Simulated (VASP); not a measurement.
# Sn2Ge (Fm-3m) in VASP: a series of runs, part 2 of 2

VASP 6.6.1. Earlier steps stand in the parts before.

### 6 Relaxation of cell and atoms, PBEsol

This run uses another cell than the first one, of 26.97 Å³/atom.

Contents of INCAR:

```
SYSTEM = Sn2Ge
ALGO = Fast ; EDIFF = 1E-6
EDIFFG = -0.001 ; ENCUT = 600
GGA = PS ; IBRION = 2
ISIF = 3 ; ISMEAR = -1
LASPH = .TRUE. ; LCHARG = .FALSE.
LREAL = .FALSE. ; LWAVE = .FALSE.
NELM = 80 ; NSW = 80
PREC = Accurate ; SIGMA = 0.15
```

Contents of KPOINTS:

```
k-points
0
G
  12 12 12
  0 0 0
```

Contents of POSCAR:

```
Sn2Ge
1.0
    0.0000000000      3.4327523668      3.4327523668
    3.4327523668      0.0000000000      3.4327523668
    3.4327523668      3.4327523668      0.0000000000
Sn Ge
2 1
Direct
    0.7500000000      0.7500000000      0.7500000000
    0.2500000000      0.2500000000      0.2500000000
    0.0000000000      0.0000000000      0.0000000000
```

Potentials or basis: VASP PAW PBE potentials, release 64 (Sn_d, Ge_d).

The run is started by

```sh
cat potpaw_PBE.64/Sn_d/POTCAR potpaw_PBE.64/Ge_d/POTCAR > POTCAR
mpirun -np 1 vasp_std > vasp.out
```

OUTCAR:

```text
SYSTEM = Sn2Ge
   EDIFF = 1E-6
   EDIFFG = -0.001
   ENCUT = 600
   GGA = PS
   IBRION = 2
   ISIF = 3
   ISMEAR = -1
   LASPH = .TRUE.
   LREAL = .FALSE.
   NELM = 80
   NSW = 80
   PREC = Accurate

 ion  position               nearest neighbor table
   1  0.750  0.750  0.750-   3 2.97   3 2.97   3 2.97   3 2.97   2 3.43   2 3.43   2 3.43   2 3.43
                             2 3.43   2 3.43
   2  0.250  0.250  0.250-   3 2.97   3 2.97   3 2.97   3 2.97   1 3.43   1 3.43   1 3.43   1 3.43
                             1 3.43   1 3.43
   3  0.000  0.000  0.000-   1 2.97   2 2.97   1 2.97   1 2.97   1 2.97   2 2.97   2 2.97   2 2.97

  LATTYP: Found a face centered cubic cell.
 ALAT       =     6.8655047336

  Lattice vectors:

 A1 = (   0.0000000000,   3.4327523668,   3.4327523668)
 A2 = (   3.4327523668,   0.0000000000,   3.4327523668)
 A3 = (   3.4327523668,   3.4327523668,   0.0000000000)

Analysis of symmetry for initial positions (statically):
=====================================================================
 Subroutine PRICEL returns:
 Original cell was already a primitive cell.

 Routine SETGRP: Setting up the symmetry group for a
 face centered cubic supercell.

 Subroutine GETGRP returns: Found 48 space group operations
 (whereof 48 operations were pure point group operations)
 out of a pool of 48 trial point group operations.

The static configuration has the point symmetry O_h .

Analysis of symmetry for dynamics (positions and initial velocities):
=====================================================================
 Subroutine PRICEL returns:
 Original cell was already a primitive cell.

 Routine SETGRP: Setting up the symmetry group for a
 face centered cubic supercell.

 Subroutine GETGRP returns: Found 48 space group operations
 (whereof 48 operations were pure point group operations)
 out of a pool of 48 trial point group operations.

The dynamic configuration has the point symmetry O_h .

 Subroutine INISYM returns: Found 48 space group operations
 (whereof 48 operations are pure point group operations),
 and found     1 'primitive' translations

----------------------------------------------------------------------------------------

                                     Primitive cell

  volume of cell :      80.9017

  direct lattice vectors                    reciprocal lattice vectors
     0.000000000  3.432752367  3.432752367    -0.145655715  0.145655715  0.145655715
     3.432752367  0.000000000  3.432752367     0.145655715 -0.145655715  0.145655715
     3.432752367  3.432752367  0.000000000     0.145655715  0.145655715 -0.145655715

  length of vectors
     4.854644953  4.854644953  4.854644953     0.252283099  0.252283099  0.252283099

  position of ions in fractional coordinates (direct lattice)
     0.750000000  0.750000000  0.750000000
     0.250000000  0.250000000  0.250000000
     0.000000000  0.000000000  0.000000000

  ion indices of the primitive-cell ions
   primitive index   ion index
                 1           1
                 2           2
                 3           3

----------------------------------------------------------------------------------------
[... 50 lines left out ...]
 -0.416667  0.166667  0.000000     24.000000
 [... further k-points ...]
   k-points           NKPTS =     72   k-points in BZ     NKDIM =     72   number of bands    NBANDS=     25
   number of dos      NEDOS =    301   number of ions     NIONS =      3
   total plane-waves  NPLWV =  64000
   dimension x,y,z NGX =    40 NGY =   40 NGZ =   40
   dimension x,y,z NGXF=    80 NGYF=   80 NGZF=   80
   ions per type =               2   1
   NGX,Y,Z   is equivalent  to a cutoff of  13.70, 13.70, 13.70 a.u.
   NGXF,Y,Z  is equivalent  to a cutoff of  27.40, 27.40, 27.40 a.u.
 SYSTEM =  Sn2Ge
   PREC   = accura    normal or accurate (medium, high low for compatibility)
   ISTART =      0    job   : 0-new  1-cont  2-samecut
   ICHARG =      2    charge: 1-file 2-atom 10-const
   ISPIN  =      1    spin polarized calculation?
   LNONCOLLINEAR =      F non collinear calculations
   LSORBIT =      F    spin-orbit coupling
   LASPH  =      T    aspherical Exc in radial PAW
   ENCUT  =  600.0 eV  44.10 Ry    6.64 a.u.   9.70  9.70  9.70*2*pi/ulx,y,z
   NELM   =     80;   NELMIN=  2; NELMDL= -5     # of ELM steps
   EDIFF  = 0.1E-05   stopping-criterion for ELM
   LREAL  =      F    real-space projection
   EDIFFG = -.1E-02   stopping-criterion for IOM
   NSW    =     80    number of steps for IOM
   IBRION =      2    ionic relax: 0-MD 1-quasi-New 2-CG
   NFREE  =      1    steps in history (QN), initial steepest desc. (CG)
   ISIF   =      3    stress and relaxation
   ISYM   =      2    0-nonsym 1-usesym 2-fastsym
   POTIM  = 0.5000    time-step for ionic-motion
   TEBEG  =    0.0;   TEEND  =   0.0 temperature during run
   PSTRESS=    0.0 pullay stress
   NELECT =      42.0000    total number of electrons
   NUPDOWN=      -1.0000    fix difference up-down
   EMIN   =  10.00;   EMAX   =-10.00  energy-range for DOS
   EFERMI =   0.00;   METHOD = LEGACY
   ISMEAR =    -1;   SIGMA  =   0.15  broadening in eV -4-tet -1-fermi 0-gaus
   EFERMI_NEDOS =   21; number of points for ismear=-14 and -15
   IALGO  =     68    algorithm
   IMIX   =      4    mixing-type and parameters
     AMIX     =   0.40;   BMIX     =  1.00
     AMIX_MAG =   1.60;   BMIX_MAG =  1.00
  volume/ion in A,a.u.               =      26.97       181.98
  Fermi-wavevector in a.u.,A,eV,Ry     =   1.315746  2.486400 23.554243  1.731188
  Thomas-Fermi vector in A             =   2.445907
   LORBIT       =      0    0 simple, 1 ext, 2 COOP (PROOUT), +10 PAW based schemes
   GGA     = PS    functional components
   LHFCALC =     F    Hartree Fock is set to
   AEXX    =    0.0000 exact exchange contribution
   IVDW    =     0    specifies the selected vdW correction
   LEPSILON=     F    determine dielectric tensor
   LRPA    =     F    only Hartree local field effects (RPA)
 conjugate gradient relaxation of ions
 non-spin polarized calculation
 RMM-DIIS sequential band-by-band and
  energy-cutoff  :      600.00
  volume of cell :       80.90
 maximum number of plane-waves:      2733
   NGX = 19   NGY = 19   NGZ = 19

--------------------------------------- Ionic step        1  -------------------------------------------

 number of electron      42.0000005 magnetization

 Free energy of the ion-electron system (eV)
  ---------------------------------------------------
  ext. energy  EPLUGINS =         0.00000000
  ---------------------------------------------------
  free energy    TOTEN  =       -13.03028958 eV

  energy without entropy =      -12.93293216  energy(sigma->0) =      -12.98161087

------------------------ aborting loop because EDIFF is reached ----------------------------------------

  FORCE on cell =-STRESS in cart. coord.  units (eV):
  Direction    XX          YY          ZZ          XY          YZ          ZX
  --------------------------------------------------------------------------------------
  -------------------------------------------------------------------------------------
  Total       -0.0833485     -0.0833485     -0.0833485     -0.0000000      0.0000000      0.0000000
  in kB       -1.6506354     -1.6506354     -1.6506354     -0.0000000      0.0000000      0.0000000
  external PRESSURE =      -1.6506354 kB  Pullay stress =       0.0000000 kB
[... 61 lines left out ...]
--------------------------------------- Ionic step        3  -------------------------------------------

 number of electron      42.0000007 magnetization

 Free energy of the ion-electron system (eV)
  ---------------------------------------------------
  ext. energy  EPLUGINS =         0.00000000
  ---------------------------------------------------
  free energy    TOTEN  =       -13.03038984 eV

  energy without entropy =      -12.93317800  energy(sigma->0) =      -12.98178392

 E-fermi :   6.5359     XC(G=0): -10.1247

 val. band max:        6.5274165779   @ k =   0.2500   0.0000   0.0000
 cond. band min:       6.5604986739   @ k =  -0.3333   0.2500   0.0000
 fundamental gap:      0.0330820961
 Fermi energy:         6.5358791909

 k-point     1 :       0.0000    0.0000    0.0000
  band No.  band energies     occupation
      1     -17.9658      2.00000
      2     -17.9658      2.00000
      3     -17.9658      2.00000
      4     -17.9539      2.00000
      5     -17.9539      2.00000
      6     -14.9416      2.00000
[... 661 lines left out ...]
     24       9.1075      0.00000
     25      10.6474      0.00000

 [... further k-points ...]

------------------------ aborting loop because EDIFF is reached ----------------------------------------

  FORCE on cell =-STRESS in cart. coord.  units (eV):
  Direction    XX          YY          ZZ          XY          YZ          ZX
  --------------------------------------------------------------------------------------
  -------------------------------------------------------------------------------------
  Total        0.0002913      0.0002913      0.0002913      0.0000000      0.0000000      0.0000000
  in kB        0.0057845      0.0057845      0.0057845      0.0000000      0.0000000      0.0000000
  external PRESSURE =       0.0057845 kB  Pullay stress =       0.0000000 kB
[... 18 lines left out ...]
  FREE ENERGIE OF THE ION-ELECTRON SYSTEM (eV)
  ---------------------------------------------------
  free  energy   TOTEN  =       -13.0303898368 eV

  energy  without entropy=      -12.9331780033  energy(sigma->0) =      -12.98178392

 reached required accuracy - stopping structural energy minimisation
```

It took 10 min on 1 thread of Intel Xeon 8259CL, shared host; peak memory 0.37 GiB.

Results:

```
Free energy                           : -13.0304 eV
Relaxed volume                        : 26.90 Å³/atom
Relaxed cell                          : a = 4.850 Å, b = 4.850 Å, c = 4.850 Å, α = 60.00°, β = 60.00°, γ = 60.00°
Space group after relaxing (to 0.1 Å) : Fm-3m (No. 225)
Energy gained by relaxing             : 0.0 meV/atom
Ionic steps                           : 3
Pressure after relaxing               : 0.0 GPa
Band gap on the k mesh                : zero (bands 21 and 22 overlap by 1.76 eV)
```

The path:
```csv
step,energy change (eV),largest force (eV/Å),pressure (GPa),volume (Å³)
1,0.0000,0.0000,-0.17,80.90
2,-0.0001,0.0000,0.11,80.58
3,-0.0001,0.0000,0.00,80.69
```

Final structure:
```cif
data_structure
_symmetry_space_group_name_H-M 'P 1'
_symmetry_Int_Tables_number 1
_cell_length_a 4.8503
_cell_length_b 4.8503
_cell_length_c 4.8503
_cell_angle_alpha 60.000
_cell_angle_beta 60.000
_cell_angle_gamma 60.000
_cell_volume 80.69
loop_
_atom_site_label
_atom_site_type_symbol
_atom_site_fract_x
_atom_site_fract_y
_atom_site_fract_z
_atom_site_occupancy
Sn1 Sn 0.75000 0.75000 0.75000 1
Sn2 Sn 0.25000 0.25000 0.25000 1
Ge1 Ge 0.00000 0.00000 0.00000 1
```

Caveat: the PAW data sets were made with another functional, which shifts forces and pressure a little; spin-orbit coupling is left out, which moves the levels of the heavy elements.

### 7 Summary

| task | cell | k mesh | cutoff (eV) | smearing | gap on the mesh (eV) | pressure (GPa) | relaxed volume (Å³/atom) |
| --- | --- | --- | --- | --- | --- | --- | --- |
| relaxation of cell and atoms | relaxed from a = 4.445 Å, angles 60.0°, 3 atoms | 6 × 6 × 6 | 600 | gaussian 0.1 eV | none | 0.0 | 26.96 |
| single point | a = 4.850 Å, angles 60.0°, 3 atoms | 12 × 12 × 12 | 520 | fermi-dirac 0.15 eV | none | 0.0 | - |
| single point | a = 4.855 Å, angles 60.0°, 3 atoms | 10 × 10 × 10 | 520 | gaussian 0.1 eV | none | 0.0 | - |
| relaxation of cell and atoms | relaxed from a = 4.855 Å, angles 60.0°, 3 atoms | 10 × 10 × 10 | 600 | gaussian 0.1 eV | none | 0.0 | - |
| relaxation of cell and atoms | relaxed from a = 4.855 Å, angles 60.0°, 3 atoms | 12 × 12 × 12 | 600 | fermi-dirac 0.15 eV | none | 0.0 | 26.90 |

Alike in all rows: level PBEsol; potentials or basis VASP PAW PBE potentials, release 64 (Sn_d, Ge_d); no spin polarisation.

Caveats: the PAW data sets were made with another functional, which shifts forces and pressure a little; spin-orbit coupling is left out, which moves the levels of the heavy elements; the volume moved by over 15 % at a fixed basis, so the end points are rough (at least some runs); the relaxation stopped at its first step, so nothing moved (at least some runs).

Total energies depend on the potentials used, so only differences within one code and one set of settings carry meaning.
